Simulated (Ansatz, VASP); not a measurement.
Cd2TeSe5: VASP beside Ansatz

```
CELL_PARAMETERS angstrom
0.00000 5.77586 5.77586
5.77586 0.00000 5.77586
5.77586 5.77586 0.00000
ATOMIC_POSITIONS crystal
Cd 0.00000 0.00000 0.00000
Cd 0.75000 0.75000 0.75000
Te 0.50000 0.50000 0.50000
Se 0.87515 0.87515 0.87515
Se 0.87515 0.87515 0.37456
Se 0.87515 0.37456 0.87515
Se 0.37456 0.87515 0.87515
Se 0.25000 0.25000 0.25000
```

Alike in both runs: functional PBE; k mesh 2 × 2 × 2; occupations gaussian, width 0.15 eV; no spin polarisation.

Ansatz relaxed the structure, and its values are those at the end. VASP's run is a single point on that final structure, the one shown.

|  | VASP | Ansatz |
| --- | --- | --- |
| version | VASP 6.6.1 | Ansatz 0.2.0 |
| potentials or method | VASP PAW PBE potentials, release 64 (Cd, Te, Se), cutoff 500 eV | scalar-relativistic, plane waves, PAW |
| valence electrons in the cell | 60 | 136 |

Ansatz gave:

```
gap on the k mesh at the Fermi level (eV) : none
pressure (GPa)                            : 0.7
rms of the force components (eV/Å)        : 0.028
```

Problem. Which values does VASP return?

Solution. gap on the k mesh at the Fermi level (eV): none; pressure (GPa): 0.9; rms of the force components (eV/Å): 0.029.

A gap of «none» marks a metal or a gap that the smearing closes. VASP's potentials hold 60 valence electrons a cell and Ansatz's 136, so a difference there can come from the potentials and not from the codes.

The k mesh is coarse, so the values compare programs but aren't converged. Spin-orbit coupling is off throughout.
